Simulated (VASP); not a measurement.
Crystal: KI.

```
K I
1.0
     4.99610    0.00000    0.00000
    -2.49805    4.32675    0.00000
     0.00000    0.00000   12.23789
K I
3 3
Direct
  0.00000 0.00000 0.00000
  0.33333 0.66667 0.33333
  0.66667 0.33333 0.66667
  0.66667 0.33333 0.16667
  0.00000 0.00000 0.50000
  0.33333 0.66667 0.83333
```

| Item | Value |
| --- | --- |
| Program | VASP 6.6.1 |
| Task | relaxation of cell and atoms |
| Functional | PBE |
| Potentials or basis | VASP PAW PBE potentials, release 64 (K_sv, I) |
| Cutoff | 600 eV |
| k mesh | 6 × 6 × 2 |
| Occupations | gaussian, width 0.02 eV |
| Spin | no spin polarisation |

At the start: pressure 0.6 GPa; volume 44.09 Å³/atom.

**Question.** How do energy, volume and symmetry change on relaxing?

**Answer.** Over 3 steps the energy falls by 4.3 meV/atom and the volume is 46.47 Å³/atom (+5.4 %); space group Fm-3m (No. 225, to 0.05 Å).

The path:
```csv
step,energy change (eV),largest force (eV/Å),pressure (GPa),volume (Å³)
1,0.0000,0.0000,0.62,264.54
2,-0.0189,0.0000,0.30,271.13
3,-0.0257,0.0000,-0.01,278.81
```

Final structure:
```
CELL_PARAMETERS angstrom
5.08435 0.00000 0.00000
-2.54217 4.40317 0.00000
0.00000 0.00000 12.45404
ATOMIC_POSITIONS crystal
K 0.00000 0.00000 0.00000
K 0.33333 0.66667 0.33333
K 0.66667 0.33333 0.66667
I 0.66667 0.33333 0.16667
I 0.00000 0.00000 0.50000
I 0.33333 0.66667 0.83333
```
